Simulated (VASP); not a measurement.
# AlGaN2 (P-4m2) in VASP: further runs, part 2 of 2

VASP 6.6.1. The steps go on from the part before.

### 4 Single point, LDA

Input file INCAR:

```
SYSTEM = AlGaN2
  ALGO = Normal
  EDIFF = 1E-6
  ENCUT = 520
  GGA = CA
  ISIF = 2
  ISMEAR = 0
  LASPH = .True.
  LCHARG = .False.
  LREAL = .False.
  LWAVE = .False.
  NBANDS = 21
  NELM = 60
  PREC = Accurate
  SIGMA = 0.02
```

Input file KPOINTS:

```
k-points
0
Gamma
  8 8 6
  0 0 0
```

Input file POSCAR:

```
AlGaN2
1.0
    3.1152864669      0.0000000000      0.0000000000
    0.0000000000      3.1152864669      0.0000000000
    0.0000000000      0.0000000000      4.3843302008
Al Ga N
1 1 2
Direct
    0.5000000000      0.5000000000      0.5000000000
    0.0000000000      0.0000000000      0.0000000000
    0.5000000000      0.0000000000      0.7400513254
    0.0000000000      0.5000000000      0.2599486746
```

Potentials or basis: VASP PAW LDA potentials, release 64 (Al, Ga_d, N).

The run is started by

```bash
$ cat potpaw_LDA.64/Al/POTCAR potpaw_LDA.64/Ga_d/POTCAR potpaw_LDA.64/N/POTCAR > POTCAR
$ mpirun -np 1 vasp_std > vasp.out
```

OUTCAR:

```text
SYSTEM = AlGaN2
   EDIFF = 1E-6
   ENCUT = 520
   GGA = CA
   ISIF = 2
   ISMEAR = 0
   LASPH = .True.
   LREAL = .False.
   NELM = 60
   PREC = Accurate

 ion  position               nearest neighbor table
   1  0.500  0.500  0.500-   3 1.88   4 1.88   3 1.88   4 1.88   2 3.11   2 3.11   2 3.11   2 3.11
                             2 3.11   2 3.11   2 3.11   2 3.11
   2  0.000  0.000  0.000-   3 1.93   4 1.93   4 1.93   3 1.93   1 3.11   1 3.11   1 3.11   1 3.11
                             1 3.11   1 3.11   1 3.11   1 3.11
   3  0.500  0.000  0.740-   1 1.88   1 1.88   2 1.93   2 1.93
   4  0.000  0.500  0.260-   1 1.88   1 1.88   2 1.93   2 1.93

  LATTYP: Found a simple tetragonal cell.
 ALAT       =     3.1152864669
 C/A-ratio  =     1.4073602050

  Lattice vectors:

 A1 = (   3.1152864669,   0.0000000000,   0.0000000000)
 A2 = (   0.0000000000,   3.1152864669,   0.0000000000)
 A3 = (   0.0000000000,   0.0000000000,   4.3843302008)

Analysis of symmetry for initial positions (statically):
=====================================================================
 Subroutine PRICEL returns:
 Original cell was already a primitive cell.

[... 168 lines left out ...]
  ext. energy  EPLUGINS =         0.00000000
  ---------------------------------------------------
  free energy    TOTEN  =       -30.31528892 eV

  energy without entropy =      -30.31528892  energy(sigma->0) =      -30.31528892

 E-fermi :   5.8208     XC(G=0): -11.8467

 val. band max:        5.6590900510   @ k =   0.0000   0.0000   0.0000
 cond. band min:       8.7253810433   @ k =   0.0000   0.0000   0.0000
 fundamental gap:      3.0662909923
 Fermi energy:         5.8208399377

 k-point     1 :       0.0000    0.0000    0.0000
  band No.  band energies     occupation
      1      -9.8940      2.00000
      2      -8.4602      2.00000
      3      -7.4306      2.00000
      4      -7.4306      2.00000
      5      -7.3838      2.00000
      6      -7.2065      2.00000
[... 565 lines left out ...]
     20      17.8597      0.00000
     21      17.8790      0.00000

 [... further k-points ...]
[... 5 lines left out ...]
  --------------------------------------------------------------------------------------
  -------------------------------------------------------------------------------------
  Total        0.2310714      0.2310714      0.2344024      0.0000000      0.0000000      0.0000000
  in kB        8.7007681      8.7007681      8.8261922      0.0000000      0.0000000      0.0000000
  external PRESSURE =       8.7425761 kB  Pullay stress =       0.0000000 kB

 VOLUME and BASIS-vectors are now :
 -----------------------------------------------------------------------------
  energy-cutoff  :      520.00
  volume of cell :       42.55
      direct lattice vectors                 reciprocal lattice vectors
     3.115286467  0.000000000  0.000000000     0.320997767  0.000000000  0.000000000
     0.000000000  3.115286467  0.000000000     0.000000000  0.320997767  0.000000000
     0.000000000  0.000000000  4.384330201     0.000000000  0.000000000  0.228085011

 POSITION                                       TOTAL-FORCE (eV/Angst)
 -----------------------------------------------------------------------------------
      1.55764      1.55764      2.19217         0.000000      0.000000      0.000000
      0.00000      0.00000      0.00000         0.000000      0.000000      0.000000
      1.55764      0.00000      3.24463        -0.000000     -0.000000     -0.030432
      0.00000      1.55764      1.13970         0.000000     -0.000000      0.030432
 -----------------------------------------------------------------------------------
    total drift:                                0.000000      0.000000      0.000000

  FREE ENERGIE OF THE ION-ELECTRON SYSTEM (eV)
  ---------------------------------------------------
  free  energy   TOTEN  =       -30.3152889194 eV

  energy  without entropy=      -30.3152889194  energy(sigma->0) =      -30.31528892
```

OSZICAR:

```text
N       E                     dE             d eps       ncg     rms          rms(c)
DAV:   1     0.169212823084E+03    0.16921E+03   -0.13045E+04  2831   0.185E+03
DAV:   2    -0.143354658871E+02   -0.18355E+03   -0.17108E+03  2713   0.408E+02
DAV:   3    -0.345674587034E+02   -0.20232E+02   -0.19984E+02  2898   0.106E+02
DAV:   4    -0.350830268829E+02   -0.51557E+00   -0.51469E+00  3082   0.179E+01
DAV:   5    -0.350916548379E+02   -0.86280E-02   -0.86275E-02  2872   0.228E+00    0.117E+01
DAV:   6    -0.303936203856E+02    0.46980E+01   -0.14560E+01  3920   0.532E+01    0.397E+00
DAV:   7    -0.303789554076E+02    0.14665E-01   -0.99331E-01  2665   0.767E+00    0.267E+00
DAV:   8    -0.303281127754E+02    0.50843E-01   -0.19839E-01  3211   0.422E+00    0.991E-01
DAV:   9    -0.303150476714E+02    0.13065E-01   -0.40271E-02  3425   0.297E+00    0.341E-01
DAV:  10    -0.303153725080E+02   -0.32484E-03   -0.61002E-03  2942   0.537E-01    0.112E-01
DAV:  11    -0.303152976532E+02    0.74855E-04   -0.24323E-04  3066   0.118E-01    0.369E-02
DAV:  12    -0.303152884005E+02    0.92528E-05   -0.42206E-05  3293   0.841E-02    0.964E-03
DAV:  13    -0.303152889194E+02   -0.51891E-06   -0.38353E-06  2447   0.124E-02
   1 F= -.30315289E+02 E0= -.30315289E+02  d E =-.230679E-32
```

stdout:

```text
POSCAR found type information on POSCAR AlGaN
 POSCAR found :  3 types and       4 ions
 scaLAPACK will be used
 LDA part: xc-table for (Slater(with rela. corr.)+CA(PZ))
 , standard interpolation
 POSCAR, INCAR and KPOINTS ok, starting setup
 FFT: planning ... GRIDC
 FFT: planning ... GRID_SOFT
 FFT: planning ... GRID
 WAVECAR not read
 entering main loop
```

It took 14 s on 1 thread of Intel Xeon 6975P-C (Granite Rapids), shared host; peak memory 0.17 GiB.

Results:

| Item | Value |
| --- | --- |
| Free energy | -30.3153 eV |
| Pressure | 0.9 GPa |
| Largest force | 0.030 eV/Å |
| Band gap on the k mesh | 3.07 eV, direct |

Forces in eV/Å, atoms in the order of the input:
```
Al   0.000  0.000  0.000
Ga   0.000  0.000  0.000
N    0.000  0.000 -0.030
N    0.000  0.000  0.030
```
